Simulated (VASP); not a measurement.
Runs of VASP 6.6.1 on Zr. The structure is that of space group P6_3/mmc (No. 194), or close to it. The cells are those of the table. 

```tsv
task	cell	k mesh	cutoff (eV)	gap on the mesh (eV)	pressure (GPa)
single point	a = 3.208, b = 3.208, c = 10.544 Å, angles 90.0, 90.0, 120.0°, 4 atoms	13 × 13 × 4	520	none	-6.7
single point	a = 3.247, b = 3.247, c = 10.673 Å, angles 90.0, 90.0, 120.0°, 4 atoms	13 × 13 × 4	520	none	(a)
relaxation of cell and atoms	relaxed from a = 3.205, b = 3.205, c = 10.468 Å, angles 90.0, 90.0, 120.0°, 4 atoms	11 × 11 × 3	600	none	0.1
single point	a = 3.127, b = 3.127, c = 10.277 Å, angles 90.0, 90.0, 120.0°, 4 atoms	15 × 15 × 4	520	none	0.1
```

Alike in all rows: level LDA; potentials or basis VASP PAW LDA potentials, release 64 (Zr_sv); no spin polarisation; smearing fermi-dirac 0.1 eV.

Q: Estimate the missing entries.

A: (a) -9.4.

A k mesh can miss the band edges, and the runs leave out spin-orbit coupling on Zr.

A gap of «none» marks levels without a gap at the run's occupations.
